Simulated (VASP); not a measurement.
# TiN (Fm-3m) in VASP: notebook, part 2 of 2

VASP 6.6.1. The steps go on from the part before.

### Step 3. Relaxation of cell and atoms, PBE

This run uses another cell than the first one, of 9.53 Å³/atom.

File INCAR:

```
SYSTEM = TiN
ALGO = Normal ; EDIFF = 1E-6
EDIFFG = -0.005 ; ENCUT = 600
GGA = PE ; IBRION = 2
ISIF = 3 ; ISMEAR = 0
LASPH = .True. ; LCHARG = .False.
LREAL = .False. ; LWAVE = .False.
NELM = 100 ; NSW = 80
PREC = Accurate ; SIGMA = 0.1
```

File KPOINTS:

```
k-points
0
Gamma
  20 20 20
  0 0 0
```

File POSCAR:

```
TiN
1.0
    0.0000000000      2.1200000000      2.1200000000
    2.1200000000      0.0000000000      2.1200000000
    2.1200000000      2.1200000000      0.0000000000
Ti N
1 1
Direct
    0.0000000000      0.0000000000      0.0000000000
    0.5000000000      0.5000000000      0.5000000000
```

Potentials or basis: VASP PAW PBE potentials, release 64 (Ti_sv, N).

Run with:

```console
> cat potpaw_PBE.64/Ti_sv/POTCAR potpaw_PBE.64/N/POTCAR > POTCAR
> mpirun -np 1 vasp_std > vasp.out
```

OUTCAR:

```text
SYSTEM = TiN
   EDIFF = 1E-6
   EDIFFG = -0.005
   ENCUT = 600
   GGA = PE
   IBRION = 2
   ISIF = 3
   ISMEAR = 0
   LASPH = .True.
   LREAL = .False.
   NELM = 100
   NSW = 80
   PREC = Accurate

 ion  position               nearest neighbor table
   1  0.000  0.000  0.000-   2 2.12   2 2.12   2 2.12   2 2.12   2 2.12   2 2.12
   2  0.500  0.500  0.500-   1 2.12   1 2.12   1 2.12   1 2.12   1 2.12   1 2.12

  LATTYP: Found a face centered cubic cell.
 ALAT       =     4.2400000000

  Lattice vectors:

 A1 = (   0.0000000000,   2.1200000000,   2.1200000000)
 A2 = (   2.1200000000,   0.0000000000,   2.1200000000)
 A3 = (   2.1200000000,   2.1200000000,   0.0000000000)

Analysis of symmetry for initial positions (statically):
=====================================================================
 Subroutine PRICEL returns:
 Original cell was already a primitive cell.

 Routine SETGRP: Setting up the symmetry group for a
 face centered cubic supercell.

 Subroutine GETGRP returns: Found 48 space group operations
 (whereof 48 operations were pure point group operations)
 out of a pool of 48 trial point group operations.

The static configuration has the point symmetry O_h .

Analysis of symmetry for dynamics (positions and initial velocities):
=====================================================================
 Subroutine PRICEL returns:
 Original cell was already a primitive cell.
[... 268 lines left out ...]
  ---------------------------------------------------
  ext. energy  EPLUGINS =         0.00000000
  ---------------------------------------------------
  free energy    TOTEN  =       -19.64106806 eV

  energy without entropy =      -19.63763586  energy(sigma->0) =      -19.63935196

 E-fermi :  11.3924     XC(G=0): -12.9961

 val. band max:       11.3911095794   @ k =   0.2500   0.0500   0.0000
 cond. band min:      11.4076693469   @ k =  -0.1500   0.1500   0.0000
 fundamental gap:      0.0165597675
 Fermi energy:        11.3923643341

 k-point     1 :       0.0000    0.0000    0.0000
  band No.  band energies     occupation
      1     -46.4895      2.00000
      2     -22.4728      2.00000
      3     -22.4728      2.00000
      4     -22.4728      2.00000
      5      -5.6843      2.00000
      6       9.3526      2.00000
      7       9.3526      2.00000
      8       9.3526      2.00000
      9      10.7776      2.00000
     10      10.7776      2.00000
     11      10.7776      2.00000
     12      11.9610      0.00000
[... 331 lines left out ...]
 k-point    24 :      -0.3500    0.0500    0.0000
  band No.  band energies     occupation
      1     -46.4093      2.00000
      2     -23.0006      2.00000
      3     -22.5360      2.00000
      4     -22.5142      2.00000
      5      -3.7578      2.00000
      6       4.1964      2.00000
      7       6.2080      2.00000
      8       6.3493      2.00000
      9      12.4914      0.00000
     10      12.6089      0.00000
     11      13.1300      0.00000
     12      15.9831      0.00000

 [... further k-points ...]

------------------------ aborting loop because EDIFF is reached ----------------------------------------

  FORCE on cell =-STRESS in cart. coord.  units (eV):
  Direction    XX          YY          ZZ          XY          YZ          ZX
  --------------------------------------------------------------------------------------
  -------------------------------------------------------------------------------------
  Total        0.0083048      0.0083048      0.0083048      0.0000000     -0.0000000      0.0000000
  in kB        0.6943512      0.6943512      0.6943512      0.0000000     -0.0000000      0.0000000
  external PRESSURE =       0.6943512 kB  Pullay stress =       0.0000000 kB
[... 17 lines left out ...]
  FREE ENERGIE OF THE ION-ELECTRON SYSTEM (eV)
  ---------------------------------------------------
  free  energy   TOTEN  =       -19.6410680608 eV

  energy  without entropy=      -19.6376358604  energy(sigma->0) =      -19.63935196

 reached required accuracy - stopping structural energy minimisation
```

OSZICAR:

```text
N       E                     dE             d eps       ncg     rms          rms(c)
DAV:   1     0.155142142498E+03    0.15514E+03   -0.97399E+03  6144   0.186E+03
DAV:   2    -0.996021364835E+01   -0.16510E+03   -0.15788E+03  6416   0.445E+02
[... 36 lines left out ...]
   3 F= -.19641072E+02 E0= -.19639354E+02  d E =-.599441E-03
       N       E                     dE             d eps       ncg     rms          rms(c)
DAV:   1    -0.196410953734E+02   -0.24649E-04   -0.72918E-04  6180   0.449E-01    0.484E-02
DAV:   2    -0.196410702399E+02    0.25134E-04   -0.93064E-05  6272   0.160E-01    0.132E-02
DAV:   3    -0.196410677086E+02    0.25313E-05   -0.18053E-05  6508   0.394E-02    0.389E-03
DAV:   4    -0.196410680608E+02   -0.35220E-06   -0.47239E-06  6332   0.258E-02
   4 F= -.19641068E+02 E0= -.19639352E+02  d E =-.595778E-03
```

CONTCAR:

```text
TiN
   1.00000000000000
     0.0000000000000000    2.1239443816229917    2.1239443816229917
     2.1239443816229917    0.0000000000000000    2.1239443816229917
     2.1239443816229917    2.1239443816229917    0.0000000000000000
  Ti              N
     1     1
Direct
     0.0000000000000000    0.0000000000000000    0.0000000000000000
     0.5000000000000000    0.5000000000000000    0.5000000000000000

  0.00000000E+00  0.00000000E+00  0.00000000E+00
  0.00000000E+00  0.00000000E+00  0.00000000E+00
```

It took 3 min on 1 thread of AMD EPYC 7R43 (Zen 3), shared host; peak memory 0.17 GiB.

What came out:

```
Free energy                           : -19.6411 eV
Relaxed volume                        : 9.58 Å³/atom
Relaxed cell                          : a = 3.004 Å, b = 3.004 Å, c = 3.004 Å, α = 60.00°, β = 60.00°, γ = 60.00°
Space group after relaxing (to 0.1 Å) : Fm-3m (No. 225)
Energy gained by relaxing             : 0.3 meV/atom
Ionic steps                           : 4
Pressure after relaxing               : 0.1 GPa
Band gap on the k mesh                : zero (an odd number of electrons rules out a gap without spin polarisation)
```

Step by step:
```csv
step,energy change (eV),largest force (eV/Å),pressure (GPa),volume (Å³)
1,0.0000,0.0000,1.65,19.06
2,0.0005,0.0000,-2.17,19.33
3,-0.0006,0.0000,-0.13,19.17
4,-0.0006,0.0000,0.07,19.16
```

Final structure:
```xyz
2
Lattice="0.0000 2.1239 2.1239 2.1239 0.0000 2.1239 2.1239 2.1239 0.0000" Properties=species:S:1:pos:R:3 pbc="T T T"
Ti    0.0000    0.0000    0.0000
N     2.1239    2.1239    2.1239
```

Levels at points of the mesh, in eV from the Fermi level:
| k point | band 6 | band 7 | band 8 | band 9 | band 10 | band 11 | band 12 |
| --- | --- | --- | --- | --- | --- | --- | --- |
| (0.00, 0.00, 0.00) | -2.04 | -2.04 | -2.04 | -0.61 | -0.61 | -0.61 | 0.57 |
| (0.50, 0.00, 0.00) | -8.05 | -5.46 | -5.46 | 1.66 | 1.66 | 2.33 | 5.69 |
| (0.50, 0.50, 0.00) | -5.82 | -3.23 | -3.23 | -3.05 | 1.62 | 2.36 | 2.36 |
